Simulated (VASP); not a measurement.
Write the native input for VASP 6.6.1 that does the following.

```yaml
Task: single point
Functional: HSE06
Potentials_or_basis: VASP PAW PBE potentials, release 64 (Te, Sn_d)
Cutoff: 520 eV
k_mesh: 4 × 4 × 4
Occupations: fermi-dirac, width 0.05 eV
Spin: no spin polarisation
Dipole_correction: no
Grid_for_exact_exchange_PRECFOCK: Normal
Further_INCAR_settings: ALGO = Normal; EDIFF = 1e-07; NBANDS = 17
Screening_parameter: 0.2079 1/Å
```

The system is SnTe.

```
Te Sn
1.0
     3.98128    0.00000    0.00000
     0.00000    3.98128    0.00000
     0.00000    0.00000    3.98128
Te Sn
1 1
Direct
  0.50000 0.50000 0.50000
  0.00000 0.00000 0.00000
```

These files were run (other wordings do the same):

POSCAR

```
SnTe
1.0
    3.9812821877      0.0000000000      0.0000000000
    0.0000000000      3.9812821877      0.0000000000
    0.0000000000      0.0000000000      3.9812821877
Te Sn
1 1
Direct
    0.5000000000      0.5000000000      0.5000000000
    0.0000000000      0.0000000000      0.0000000000
```

INCAR.step1

```
SYSTEM = SnTe
PREC = Accurate
ENCUT = 520
EDIFF = 1E-5
ISMEAR = -1
SIGMA = 0.05
LREAL = .FALSE.
LASPH = .TRUE.
NELM = 100
ALGO = Normal
ISIF = 2
LWAVE = .TRUE.
LCHARG = .FALSE.
GGA = PE
NBANDS = 17
```

INCAR.step2

```
SYSTEM = SnTe
PREC = Accurate
ENCUT = 520
EDIFF = 1E-7
ISMEAR = -1
SIGMA = 0.05
LREAL = .FALSE.
LASPH = .TRUE.
NELM = 100
ALGO = Normal
ISIF = 2
LWAVE = .FALSE.
LCHARG = .FALSE.
GGA = PE
LHFCALC = .TRUE.
HFSCREEN = 0.2079
PRECFOCK = Normal
ISTART = 1
NBANDS = 17
```

KPOINTS

```
Automatic mesh
0
G
  4 4 4
  0 0 0
```

Potentials or basis: VASP PAW PBE potentials, release 64 (Te, Sn_d).

Command:

```sh
$ cat potpaw_PBE.64/Te/POTCAR potpaw_PBE.64/Sn_d/POTCAR > POTCAR
$ cp INCAR.step1 INCAR
$ mpirun -np 1 vasp_std > vasp.out
$ cp INCAR.step2 INCAR
$ mpirun -np 1 vasp_std > vasp.out
```

It gave:

```yaml
Pressure: -2.3 GPa
Band_gap_on_the_k_mesh: zero (band 10 reaches 6.51 eV, above the bottom of band 11 at 5.11 eV)
```

Caveat: the k points lie up to 0.39 Å⁻¹ apart; the PAW data sets were made with another functional, which shifts forces and pressure a little; spin-orbit coupling is left out, which moves the levels of the heavy elements.

It used 1600 s of CPU time on 1 thread of AMD EPYC 7R13 Processor (Zen 3) (shared host).
